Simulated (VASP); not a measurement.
Bi: single point with PBE

The system is Bi, a slab with vacuum.

```xyz
2
Lattice="4.3413 0.0000 0.0000 -2.1706 3.7597 0.0000 0.0000 0.0000 28.0000" Properties=species:S:1:pos:R:3 pbc="T T T"
Bi    0.0000    2.5064   14.8627
Bi    2.1706    1.2532   13.1373
```

* Program: VASP 6.6.1
* Task: single point
* Functional: PBE
* Potentials or basis: VASP PAW PBE potentials, release 64 (Bi_d)
* Cutoff: 520 eV
* k mesh: 9 × 9 × 1
* Occupations: gaussian, width 0.02 eV
* Spin: no spin polarisation

The largest force is 0.017 eV/Å.

Forces on the atoms (eV/Å):
```
Bi   0.000  0.000  0.017
Bi   0.000  0.000 -0.017
```

Levels at points of the mesh, in eV from the Fermi level:
| k point | band 12 | band 13 | band 14 | band 15 | band 16 | band 17 | band 18 | band 19 |
| --- | --- | --- | --- | --- | --- | --- | --- | --- |
| (0.00, 0.00, 0.00) | -8.58 | -0.92 | -0.16 | -0.16 | 0.40 | 2.40 | 2.40 | 3.64 |

Run time: 8.5 min on 1 thread of Intel Xeon 8259CL, with other jobs on the host, peak memory 0.52 GiB.

Caveat: spin-orbit coupling is left out, which moves the levels of the heavy elements.
